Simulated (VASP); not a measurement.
# WS2 in VASP: further runs

Aim: see how the results for WS2 move with the level of theory and the settings. Levels: PBEsol+D3(BJ), PBEsol+D4. Tasks: single point.

Everything below comes from runs of VASP 6.6.1. Logs are shortened: lines on timing, memory, paths and dates and some standing lists are left out, and cuts for length are marked.

**1. The cell of the first run**

The cell holds a slab with vacuum, 3 atoms: a = 3.124 Å, b = 3.124 Å, c = 16.936 Å, α = 90.00°, β = 90.00°, γ = 120.00°.

**2. Single point, PBEsol+D3(BJ)**

INCAR

```
SYSTEM = WS2
ALGO = Normal
EDIFF = 1E-6
ENCUT = 520
GGA = PS
ISIF = 2
ISMEAR = -1
IVDW = 12
LASPH = .True.
LCHARG = .False.
LREAL = .False.
LWAVE = .False.
NBANDS = 20
NELM = 100
PREC = Accurate
SIGMA = 0.05
```

KPOINTS

```
k-points
0
Gamma
  10 10 2
  0 0 0
```

POSCAR

```
WS2
1.0
    3.1237263188      0.0000000000      0.0000000000
   -1.5618631594      2.7052263466      0.0000000000
    0.0000000000      0.0000000000     16.9362868608
W S
1 2
Direct
    0.0000000000      0.0000000000      0.0000000000
    0.3333333333      0.6666666667      0.0928534662
    0.3333333333      0.6666666667      0.9071465338
```

Potentials or basis: VASP PAW PBE potentials, release 64 (W_sv, S).

On the command line:

```console
> cat potpaw_PBE.64/W_sv/POTCAR potpaw_PBE.64/S/POTCAR > POTCAR
> mpirun -np 1 vasp_std > vasp.out
```

OUTCAR:

```text
SYSTEM = WS2
   EDIFF = 1E-6
   ENCUT = 520
   GGA = PS
   ISIF = 2
   ISMEAR = -1
   IVDW = 12
   LASPH = .True.
   LREAL = .False.
   NELM = 100
   PREC = Accurate
 IVDW          = 12

 ion  position               nearest neighbor table
   1  0.000  0.000  0.000-   2 2.39   3 2.39   2 2.39   3 2.39   2 2.39   3 2.39
   2  0.333  0.667  0.093-   1 2.39   1 2.39   1 2.39
   3  0.333  0.667  0.907-   1 2.39   1 2.39   1 2.39

  LATTYP: Found a hexagonal cell.
 ALAT       =     3.1237263188
 C/A-ratio  =     5.4218216106

  Lattice vectors:

 A1 = (   3.1237263188,   0.0000000000,   0.0000000000)
 A2 = (  -1.5618631594,   2.7052263466,   0.0000000000)
 A3 = (   0.0000000000,   0.0000000000,  16.9362868608)

Analysis of symmetry for initial positions (statically):
=====================================================================
 Subroutine PRICEL returns:
 Original cell was already a primitive cell.

 Routine SETGRP: Setting up the symmetry group for a
 hexagonal supercell.

 Subroutine GETGRP returns: Found 12 space group operations
 (whereof 12 operations were pure point group operations)
 out of a pool of 24 trial point group operations.

The static configuration has the point symmetry D_3h.

Analysis of symmetry for dynamics (positions and initial velocities):
=====================================================================
 Subroutine PRICEL returns:
 Original cell was already a primitive cell.

 Routine SETGRP: Setting up the symmetry group for a
 hexagonal supercell.

 Subroutine GETGRP returns: Found 12 space group operations
 (whereof 12 operations were pure point group operations)
 out of a pool of 24 trial point group operations.

The dynamic configuration has the point symmetry D_3h.

 Subroutine INISYM returns: Found 12 space group operations
 (whereof 12 operations are pure point group operations),
 and found     1 'primitive' translations

----------------------------------------------------------------------------------------

                                     Primitive cell

  volume of cell :     143.1182

  direct lattice vectors                    reciprocal lattice vectors
     3.123726319  0.000000000  0.000000000     0.320130478  0.184827418  0.000000000
    -1.561863159  2.705226347  0.000000000     0.000000000  0.369654835  0.000000000
     0.000000000  0.000000000 16.936286861     0.000000000  0.000000000  0.059044819

  length of vectors
     3.123726319  3.123726319 16.936286861     0.369654835  0.369654835  0.059044819

  position of ions in fractional coordinates (direct lattice)
[... 74 lines left out ...]
   ICHARG =      2    charge: 1-file 2-atom 10-const
   ISPIN  =      1    spin polarized calculation?
   LNONCOLLINEAR =      F non collinear calculations
   LSORBIT =      F    spin-orbit coupling
   LASPH  =      T    aspherical Exc in radial PAW
   ENCUT  =  520.0 eV  38.22 Ry    6.18 a.u.   5.81  5.81 31.49*2*pi/ulx,y,z
   NELM   =    100;   NELMIN=  2; NELMDL= -5     # of ELM steps
   EDIFF  = 0.1E-05   stopping-criterion for ELM
   LREAL  =      F    real-space projection
[... 7 lines left out ...]
   TEBEG  =    0.0;   TEEND  =   0.0 temperature during run
   PSTRESS=    0.0 pullay stress
   NELECT =      26.0000    total number of electrons
   NUPDOWN=      -1.0000    fix difference up-down
   EMIN   =  10.00;   EMAX   =-10.00  energy-range for DOS
   EFERMI =   0.00;   METHOD = LEGACY
   ISMEAR =    -1;   SIGMA  =   0.05  broadening in eV -4-tet -1-fermi 0-gaus
   EFERMI_NEDOS =   21; number of points for ismear=-14 and -15
   IALGO  =     38    algorithm
   IMIX   =      4    mixing-type and parameters
     AMIX     =   0.40;   BMIX     =  1.00
     AMIX_MAG =   1.60;   BMIX_MAG =  1.00
  volume/ion in A,a.u.               =      47.71       321.94
  Fermi-wavevector in a.u.,A,eV,Ry     =   0.927188  1.752131 11.696617  0.859677
  Thomas-Fermi vector in A             =   2.053231
   LORBIT       =      0    0 simple, 1 ext, 2 COOP (PROOUT), +10 PAW based schemes
   GGA     = PS    functional components
   LHFCALC =     F    Hartree Fock is set to
   AEXX    =    0.0000 exact exchange contribution
   IVDW    =    12    specifies the selected vdW correction
   LEPSILON=     F    determine dielectric tensor
   LRPA    =     F    only Hartree local field effects (RPA)
 non-spin polarized calculation
  energy-cutoff  :      520.00
  volume of cell :      143.12
 maximum number of plane-waves:      3888
 NGX is ok and might be reduce to    24
   NGX = 11   NGY = 11   NGZ = 63

 number of electron      25.9999999 magnetization

 Free energy of the ion-electron system (eV)
  ---------------------------------------------------
  ext. energy  EPLUGINS =         0.00000000
  ---------------------------------------------------
  free energy    TOTEN  =       -25.24342020 eV

  energy without entropy =      -25.24342020  energy(sigma->0) =      -25.24342020

 E-fermi :  -0.0786     XC(G=0):  -4.6385

 val. band max:       -1.2173364346   @ k =   0.3000   0.3000   0.5000
 cond. band min:       1.0246805330   @ k =   0.2000   0.1000   0.0000
 fundamental gap:      2.2420169677
 Fermi energy:        -0.0786092720

 k-point     1 :       0.0000    0.0000    0.0000
  band No.  band energies     occupation
      1     -74.9392      2.00000
      2     -39.2370      2.00000
      3     -39.0157      2.00000
      4     -39.0157      2.00000
      5     -16.0311      2.00000
      6     -14.3375      2.00000
[... 541 lines left out ...]
     19       7.1637      0.00000
     20       7.1986      0.00000

 [... further k-points ...]

------------------------ aborting loop because EDIFF is reached ----------------------------------------

 Edisp (eV)   -0.75949

 E8    (eV) :    -0.5105

  FORCE on cell =-STRESS in cart. coord.  units (eV):
  Direction    XX          YY          ZZ          XY          YZ          ZX
  --------------------------------------------------------------------------------------
  -------------------------------------------------------------------------------------
  Total       0.03159     0.03159     0.01787    -0.00000     0.00000    -0.00000
  in kB       0.35369     0.35369     0.20000    -0.00000     0.00000    -0.00000
  external pressure =        0.30 kB  Pullay stress =        0.00 kB

 VOLUME and BASIS-vectors are now :
 -----------------------------------------------------------------------------
  energy-cutoff  :      520.00
  volume of cell :      143.12
      direct lattice vectors                 reciprocal lattice vectors
     3.123726319  0.000000000  0.000000000     0.320130478  0.184827418  0.000000000
    -1.561863159  2.705226347  0.000000000     0.000000000  0.369654835  0.000000000
     0.000000000  0.000000000 16.936286861     0.000000000  0.000000000  0.059044819

 POSITION                                       TOTAL-FORCE (eV/Angst)
 -----------------------------------------------------------------------------------
      0.00000      0.00000      0.00000         0.000000      0.000000      0.000000
     -0.00000      1.80348      1.57259        -0.000000      0.000000      0.019243
     -0.00000      1.80348     15.36369        -0.000000      0.000000     -0.019243
 -----------------------------------------------------------------------------------
    total drift:                                0.000000     -0.000000     -0.000000

  FREE ENERGIE OF THE ION-ELECTRON SYSTEM (eV)
  ---------------------------------------------------
  free  energy   TOTEN  =       -26.0029111290 eV

  energy  without entropy=      -26.0029111289  energy(sigma->0) =      -26.00291113
```

stdout:

```text
POSCAR found type information on POSCAR W S
 POSCAR found :  2 types and       3 ions
 scaLAPACK will be used
 -----------------------------------------------------------------------------
|                                                                             |
|                                                                             |
|     You enforced a specific xc type in the INCAR file but a different       |
|     I HOPE YOU KNOW WHAT YOU ARE DOING!                                     |
|                                                                             |
 -----------------------------------------------------------------------------

 LDA part: xc-table for (Slater+PW92), standard interpolation
 POSCAR, INCAR and KPOINTS ok, starting setup
 FFT: planning ... GRIDC
 FFT: planning ... GRID_SOFT
 FFT: planning ... GRID
 WAVECAR not read
 entering main loop
```

Run time: 80 s. Hardware: 1 thread of Intel Xeon Platinum 8488C (Sapphire Rapids), shared host; peak memory 0.28 GiB.

What came out:

| Quantity | Value |
| --- | --- |
| Free energy | -26.0029 eV |
| Largest force | 0.019 eV/Å |
| Band gap on the k mesh | 2.24 eV (least direct gap 2.39 eV) |
| Dispersion energy per atom | -0.253 eV |

Forces in eV/Å, atoms in the order of the input:
```
W    0.000  0.000  0.000
S    0.000  0.000  0.019
S    0.000  0.000 -0.019
```

Caveat: there is no dipole correction, which matters where the two faces differ; the PAW data sets were made with another functional, which shifts forces and pressure a little; spin-orbit coupling is left out, which moves the levels of the heavy elements.

**3. Single point, PBEsol+D3(BJ)**

INCAR

```
SYSTEM = WS2
  PREC = Accurate
  ENCUT = 520
  EDIFF = 1E-6
  ISMEAR = -1
  SIGMA = 0.05
  LREAL = .False.
  LASPH = .True.
  NELM = 60
  ALGO = Normal
  ISIF = 2
  LWAVE = .False.
  LCHARG = .False.
  GGA = PS
  IVDW = 12
  NBANDS = 20
```

KPOINTS

```
regular mesh
0
Gamma
  10 10 2
  0 0 0
```

POSCAR

```
WS2
1.0
    3.1246809921      0.0000000000      0.0000000000
   -1.5623404960      2.7060531179      0.0000000000
    0.0000000000      0.0000000000     16.9451134115
W S
1 2
Direct
    0.0000000000      0.0000000000      0.0000000000
    0.3333333333      0.6666666667      0.0927658615
    0.3333333333      0.6666666667      0.9072341385
```

Potentials or basis: VASP PAW PBE potentials, release 64 (W_sv, S).

On the command line:

```console
> cat potpaw_PBE.64/W_sv/POTCAR potpaw_PBE.64/S/POTCAR > POTCAR
> mpirun -np 1 vasp_std > vasp.out
```

OUTCAR:

```text
SYSTEM = WS2
   PREC = Accurate
   ENCUT = 520
   EDIFF = 1E-6
   ISMEAR = -1
   LREAL = .False.
   LASPH = .True.
   NELM = 60
   ISIF = 2
   GGA = PS
   IVDW = 12
 IVDW          = 12

 ion  position               nearest neighbor table
   1  0.000  0.000  0.000-   2 2.39   3 2.39   2 2.39   3 2.39   2 2.39   3 2.39
   2  0.333  0.667  0.093-   1 2.39   1 2.39   1 2.39
   3  0.333  0.667  0.907-   1 2.39   1 2.39   1 2.39

  LATTYP: Found a hexagonal cell.
 ALAT       =     3.1246809921
 C/A-ratio  =     5.4229898842

  Lattice vectors:

[... 743 lines left out ...]
 Edisp (eV)   -0.75908

 E8    (eV) :    -0.5102

  FORCE on cell =-STRESS in cart. coord.  units (eV):
  Direction    XX          YY          ZZ          XY          YZ          ZX
  --------------------------------------------------------------------------------------
  -------------------------------------------------------------------------------------
  Total       0.00826     0.00826     0.03804     0.00000     0.00000     0.00000
  in kB       0.09238     0.09238     0.42537     0.00000     0.00000     0.00000
  external pressure =        0.20 kB  Pullay stress =        0.00 kB

 VOLUME and BASIS-vectors are now :
 -----------------------------------------------------------------------------
  energy-cutoff  :      520.00
  volume of cell :      143.28
      direct lattice vectors                 reciprocal lattice vectors
     3.124680992  0.000000000  0.000000000     0.320032670  0.184770948  0.000000000
    -1.562340496  2.706053118  0.000000000     0.000000000  0.369541896  0.000000000
     0.000000000  0.000000000 16.945113411     0.000000000  0.000000000  0.059014064

 POSITION                                       TOTAL-FORCE (eV/Angst)
 -----------------------------------------------------------------------------------
      0.00000      0.00000      0.00000         0.000000      0.000000      0.000000
     -0.00000      1.80404      1.57193        -0.000000      0.000000      0.025701
     -0.00000      1.80404     15.37319         0.000000      0.000000     -0.025701
 -----------------------------------------------------------------------------------
    total drift:                                0.000000     -0.000000     -0.000000

  FREE ENERGIE OF THE ION-ELECTRON SYSTEM (eV)
  ---------------------------------------------------
  free  energy   TOTEN  =       -26.0029037583 eV

  energy  without entropy=      -26.0029037582  energy(sigma->0) =      -26.00290376
```

It took 80 s on 1 thread of Intel Xeon Platinum 8488C (Sapphire Rapids), shared host; peak memory 0.28 GiB.

What came out:

```yaml
Free_energy: -26.0029 eV
Largest_force: 0.026 eV/Å
Band_gap_on_the_k_mesh: 2.25 eV (least direct gap 2.38 eV)
Dispersion_energy_per_atom: -0.253 eV
```

Forces on the atoms (eV/Å):
```
W    0.000  0.000  0.000
S    0.000  0.000  0.026
S    0.000  0.000 -0.026
```

Levels at points of the mesh, in eV from the valence-band top:
```tsv
k point	band 9	band 10	band 11	band 12	band 13	band 14	band 15	band 16	band 17	band 18
(0.00, 0.00, 0.00)	-2.67	-2.12	-1.37	-1.37	-0.06	3.20	3.20	3.36	3.36	5.26
(0.50, 0.00, 0.00)	-4.41	-3.28	-2.10	-0.98	-0.83	3.26	3.64	4.25	5.06	5.40
(0.00, 0.00, 0.50)	-2.67	-2.12	-1.37	-1.37	-0.06	3.20	3.20	3.36	3.36	5.36
(0.50, 0.00, 0.50)	-4.41	-3.28	-2.10	-0.98	-0.83	3.26	3.64	4.25	5.06	5.40
```

Caveat: three body term missing; there is no dipole correction, which matters where the two faces differ; the PAW data sets were made with another functional, which shifts forces and pressure a little; spin-orbit coupling is left out, which moves the levels of the heavy elements.

**4. Single point, PBEsol+D4**

This run uses another cell than the first one.

INCAR

```
ALGO = Normal
EDIFF = 1E-6
ENCUT = 520
GGA = PS
ISIF = 2
ISMEAR = -1
IVDW = 13
LASPH = True
LCHARG = False
LREAL = False
LWAVE = False
NBANDS = 20
NELM = 100
PREC = Accurate
SIGMA = 0.05
```

KPOINTS

```
k-points
0
Gamma
  10 10 2
```

POSCAR

```
WS2
1.0
    3.1306632629      0.0000000000      0.0000000000
   -1.5653316315      2.7112339164      0.0000000000
    0.0000000000      0.0000000000     16.9461912547
W S
1 2
Direct
    0.0000000000      0.0000000000      0.0000000000
    0.3333333333      0.6666666667      0.0926744775
    0.3333333333      0.6666666667      0.9073255225
```

Potentials or basis: VASP PAW PBE potentials, release 64 (W_sv, S).

On the command line:

```console
> cat potpaw_PBE.64/W_sv/POTCAR potpaw_PBE.64/S/POTCAR > POTCAR
> mpirun -np 1 vasp_std > vasp.out
```

OUTCAR:

```text
EDIFF = 1E-6
   ENCUT = 520
   GGA = PS
   ISIF = 2
   ISMEAR = -1
   IVDW = 13
   LASPH = True
   LREAL = False
   NELM = 100
   PREC = Accurate

 ion  position               nearest neighbor table
   1  0.000  0.000  0.000-   2 2.39   3 2.39   2 2.39   3 2.39   2 2.39   3 2.39
   2  0.333  0.667  0.093-   1 2.39   1 2.39   1 2.39
   3  0.333  0.667  0.907-   1 2.39   1 2.39   1 2.39

  LATTYP: Found a hexagonal cell.
 ALAT       =     3.1306632629
 C/A-ratio  =     5.4129715756

[... 744 lines left out ...]

  DFT-D4 for vdW energy calculation

  Edisp (eV):   -0.52657

  FORCE on cell =-STRESS in cart. coord.  units (eV):
  Direction    XX          YY          ZZ          XY          YZ          ZX
  --------------------------------------------------------------------------------------
  -------------------------------------------------------------------------------------
  Total       0.03450     0.03450     0.02617    -0.00000     0.00000     0.00000
  in kB       0.38432     0.38432     0.29153    -0.00000     0.00000     0.00000
  external pressure =        0.35 kB  Pullay stress =        0.00 kB

 VOLUME and BASIS-vectors are now :
 -----------------------------------------------------------------------------
  energy-cutoff  :      520.00
  volume of cell :      143.84
      direct lattice vectors                 reciprocal lattice vectors
     3.130663263  0.000000000  0.000000000     0.319421131  0.184417876  0.000000000
    -1.565331632  2.711233916  0.000000000     0.000000000  0.368835752  0.000000000
     0.000000000  0.000000000 16.946191255     0.000000000  0.000000000  0.059010310

 POSITION                                       TOTAL-FORCE (eV/Angst)
 -----------------------------------------------------------------------------------
      0.00000      0.00000      0.00000         0.000000     -0.000000     -0.000000
     -0.00000      1.80749      1.57048         0.000000      0.000000      0.016944
     -0.00000      1.80749     15.37571        -0.000000      0.000000     -0.016944
 -----------------------------------------------------------------------------------
    total drift:                                0.000000     -0.000000     -0.000000

  FREE ENERGIE OF THE ION-ELECTRON SYSTEM (eV)
  ---------------------------------------------------
  free  energy   TOTEN  =       -25.7728624855 eV

  energy  without entropy=      -25.7728624854  energy(sigma->0) =      -25.77286249
```

stdout:

```text
POSCAR found type information on POSCAR W S
 POSCAR found :  2 types and       3 ions
 scaLAPACK will be used
 -----------------------------------------------------------------------------
|                                                                             |
|                                                                             |
|     You enforced a specific xc type in the INCAR file but a different       |
|     I HOPE YOU KNOW WHAT YOU ARE DOING!                                     |
|                                                                             |
 -----------------------------------------------------------------------------

 LDA part: xc-table for (Slater+PW92), standard interpolation
 POSCAR, INCAR and KPOINTS ok, starting setup
 FFT: planning ... GRIDC
 FFT: planning ... GRID_SOFT
 FFT: planning ... GRID
 WAVECAR not read
 entering main loop
```

Run time: 77 s. Hardware: 1 thread of Intel Xeon Platinum 8488C (Sapphire Rapids), shared host; peak memory 0.27 GiB.

Results:

| Item | Value |
| --- | --- |
| Free energy | -25.7729 eV |
| Largest force | 0.017 eV/Å |
| Band gap on the k mesh | 2.25 eV (least direct gap 2.36 eV) |
| Dispersion energy per atom | -0.176 eV |

Forces on the atoms (eV/Å):
```
W    0.000  0.000  0.000
S    0.000  0.000  0.017
S    0.000  0.000 -0.017
```

Levels at points of the mesh, in eV from the valence-band top:
```tsv
k point	band 9	band 10	band 11	band 12	band 13	band 14	band 15	band 16	band 17	band 18
(0.00, 0.00, 0.00)	-2.67	-2.09	-1.38	-1.38	-0.04	3.19	3.19	3.35	3.35	5.26
(0.50, 0.00, 0.00)	-4.40	-3.28	-2.08	-0.99	-0.83	3.23	3.62	4.25	5.05	5.38
(0.00, 0.00, 0.50)	-2.67	-2.09	-1.38	-1.38	-0.04	3.19	3.19	3.35	3.35	5.35
(0.50, 0.00, 0.50)	-4.40	-3.28	-2.08	-0.99	-0.83	3.23	3.62	4.25	5.05	5.38
```

Caveat: there is no dipole correction, which matters where the two faces differ; the PAW data sets were made with another functional, which shifts forces and pressure a little; spin-orbit coupling is left out, which moves the levels of the heavy elements.

**5. Overview**

| level | cell | gap on the mesh (eV) | largest force (eV/Å) |
| --- | --- | --- | --- |
| PBEsol+D3(BJ) | a = 3.124, b = 3.124, c = 16.936 Å, angles 90.0, 90.0, 120.0°, 3 atoms, atomic positions A | 2.24 | 0.02 |
| PBEsol+D3(BJ) | a = 3.125, b = 3.125, c = 16.945 Å, angles 90.0, 90.0, 120.0°, 3 atoms, atomic positions B | 2.25 | 0.03 |
| PBEsol+D4 | a = 3.131, b = 3.131, c = 16.946 Å, angles 90.0, 90.0, 120.0°, 3 atoms, atomic positions C | 2.25 | 0.02 |

Alike in all rows: task single point; potentials or basis VASP PAW PBE potentials, release 64 (W_sv, S); no spin polarisation; k mesh 10 × 10 × 2; cutoff (eV) 520; smearing fermi-dirac 0.05 eV.

Caveats: there is no dipole correction, which matters where the two faces differ; the PAW data sets were made with another functional, which shifts forces and pressure a little; spin-orbit coupling is left out, which moves the levels of the heavy elements; three body term missing (at least some runs).

Total energies depend on the potentials used, so only differences within one code and one set of settings carry meaning.
